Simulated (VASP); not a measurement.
A run of VASP 6.6.1 is set up as follows.

Contents of INCAR:

```
SYSTEM = ZnO
PREC = Accurate
ENCUT = 600
EDIFF = 1E-6
ISMEAR = 0
SIGMA = 0.02
LREAL = .False.
LASPH = .True.
NELM = 120
ALGO = Normal
ISIF = 2
LWAVE = .False.
LCHARG = .False.
GGA = PE
IVDW = 12
NBANDS = 26
GGA_COMPAT = .False.
```

KPOINTS

```
regular mesh
0
Gamma
  9 9 6
  0 0 0
```

Contents of POSCAR:

```
ZnO
1.0
    3.2553142540      0.0000000000      0.0000000000
   -1.6276571270      2.8191848413      0.0000000000
    0.0000000000      0.0000000000      5.2570826936
Zn O
2 2
Direct
    0.3333333333      0.6666666667      0.0020666745
    0.6666666667      0.3333333333      0.5020666745
    0.3333333333      0.6666666667      0.3809333255
    0.6666666667      0.3333333333      0.8809333255
```

Potentials or basis: VASP PAW PBE potentials, release 64 (Zn, O).

Command:

```console
$ cat potpaw_PBE.64/Zn/POTCAR potpaw_PBE.64/O/POTCAR > POTCAR
$ mpirun -np 1 vasp_std > vasp.out
```

**Question.** Predict the dispersion energy per atom.

**Answer.** -0.221 eV.

**Question.** Predict the pressure.

**Answer.** 0.8 GPa.

Caveat: semilocal functionals underestimate gaps, and a narrow one can read as zero.

**Experimental background.**

“Electronic structure of alkaline earth and post-transition metal oxides”, 2009, arxiv:0908.1581 quotes, for a bulk crystal of ZnO: band gap 3.37 eV.

Measured gap of ZnO: 3.37 eV (quoted in “Electronic structure of alkaline earth and post-transition metal oxides”, 2009, arxiv:0908.1581). This calculation gives 0.76 eV (-2.61 eV). So large a miss can be the level of theory's own, or it may mean another phase, state or a wrong row. The value is that of PBE+D3(BJ), without temperature or zero-point motion. Semilocal functionals fall short of measured gaps as a rule.
